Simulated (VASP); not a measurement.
SiO2: single point with PBE

SiO2:

```
Si O
1.0
     1.76336   -1.76336   -4.26024
     1.76336   -1.76336    4.26024
    -3.52673   -3.52673    0.00000
Si O
4 8
Direct
  0.00000 0.00000 0.00000
  0.50000 0.50000 0.50000
  0.50000 0.00000 0.75000
  0.00000 0.50000 0.25000
  0.20783 0.79217 0.00000
  0.70783 0.29217 0.50000
  0.29217 0.20783 0.75000
  0.79217 0.70783 0.25000
  0.70783 0.79217 0.75000
  0.20783 0.29217 0.25000
  0.29217 0.70783 0.50000
  0.79217 0.20783 0.00000
```

```
Program             : VASP 6.6.1
Task                : single point
Functional          : PBE
Potentials or basis : VASP PAW PBE potentials, release 64 (Si, O)
Cutoff              : 520 eV
k mesh              : 4 × 4 × 4
Occupations         : gaussian, width 0.1 eV
Spin                : no spin polarisation
```

| Item | Value |
| --- | --- |
| Pressure | 0.1 GPa |
| Largest force | 0.006 eV/Å |
| Band gap on the k mesh | 5.81 eV |

Forces on the atoms (eV/Å):
```
Si   0.000  0.000  0.000
Si   0.000  0.000  0.000
Si   0.000  0.000  0.000
Si   0.000  0.000  0.000
O    0.000  0.000 -0.006
O    0.000  0.000 -0.006
O    0.000  0.000  0.006
O    0.000  0.000  0.006
O    0.000  0.000 -0.006
O    0.000  0.000 -0.006
O    0.000  0.000  0.006
O    0.000  0.000  0.006
```

Stress tensor (GPa, compression positive):
```
-0.04  0.00  0.00
 0.00 -0.04  0.00
 0.00  0.00  0.49
```

Levels at points of the mesh, in eV from the valence-band top:
```tsv
k point	band 29	band 30	band 31	band 32	band 33	band 34	band 35	band 36
(0.00, 0.00, 0.00)	-0.63	-0.63	-0.07	-0.07	5.81	8.35	9.65	9.65
(0.50, 0.00, 0.00)	-0.88	-0.88	-0.31	-0.31	8.17	8.17	8.20	8.20
(0.50, 0.50, 0.00)	-0.42	-0.42	-0.07	-0.07	7.17	7.17	9.65	9.65
(0.00, 0.00, 0.50)	-0.95	-0.95	-0.24	-0.24	8.16	8.16	8.37	8.37
(0.50, 0.00, 0.50)	-1.22	-1.22	-1.19	-1.19	8.66	8.66	8.69	8.69
(0.50, 0.50, 0.50)	-0.50	-0.50	-0.50	-0.50	8.32	8.32	8.32	8.32
```

Wall time 53 s on 1 thread of Intel(R) Xeon(R) 6975P-C (Granite Rapids) (shared host), peak memory 0.26 GiB.

A k mesh can miss the band edges. As with any semilocal functional, this PBE gap is likely too small.
